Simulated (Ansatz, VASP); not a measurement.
# Two plane-wave programs on NaCl

File INCAR:

```
SYSTEM = NaCl
ALGO = Normal
EDIFF = 1E-6
ENCUT = 520
GGA = PS
ISIF = 2
ISMEAR = 0
LASPH = .TRUE.
LCHARG = .FALSE.
LREAL = .FALSE.
LWAVE = .FALSE.
NBANDS = 14
NELM = 60
PREC = Accurate
SIGMA = 0.05
```

File KPOINTS:

```
k-points
0
G
  8 8 8
  0 0 0
```

The input POSCAR:

```
NaCl
1.0
    0.0000000000      3.0582900000      3.0582900000
    3.0582900000      0.0000000000      3.0582900000
    3.0582900000      3.0582900000      0.0000000000
Na Cl
1 1
Direct
    0.0000000000      0.0000000000      0.0000000000
    0.5000000000      0.5000000000      0.5000000000
```

Input for Ansatz:

```yaml
crystal:
  lattice:
    - [0.0, 3.05829, 3.05829]
    - [3.05829, 0.0, 3.05829]
    - [3.05829, 3.05829, 0.0]
  atoms:
    - { symbol: Na, position: [0.0, 0.0, 0.0] }
    - { symbol: Cl, position: [0.5, 0.5, 0.5] }
basis:
  ecutwfc: 420
kpoints:
  mp_grid: { grid: [8, 8, 8] }
hamiltonian:
  xc: pbesol
scf:
  occupations: { method: gaussian, width: 0.05 }
output:
  forces: true
  stress: true
  eigenvalues: true
```

Change from the starting cell: strain +0.080 along x and y, +0.080 along z, atoms carried along.

Alike in both runs: task single point; functional PBEsol; k mesh 8 × 8 × 8; occupations gaussian, width 0.05 eV; no spin polarisation.

|  | VASP | Ansatz |
| --- | --- | --- |
| version | VASP 6.6.1 | Ansatz 0.2.0 |
| potentials or method | VASP PAW PBE potentials, release 64 (Na_pv, Cl), cutoff 520 eV | scalar-relativistic, plane waves, PAW |
| valence electrons in the cell | 14 | 16 |

|  | VASP | Ansatz | Ansatz less VASP |
| --- | --- | --- | --- |
| gap on the k mesh at the Fermi level (eV) | 4.19 | 4.20 | +0.002 |
| least direct gap on the mesh (eV) | 4.19 | 4.20 | +0.002 |
| pressure (GPa) | -3.7 | -3.7 | +0.02 |

VASP's potentials were made for PBE, not for PBEsol. With one functional, cell and mesh, what is left measures potentials, basis and numerics. VASP's potentials hold 14 valence electrons a cell and Ansatz's 16, so a difference there can come from the potentials and not from the codes.
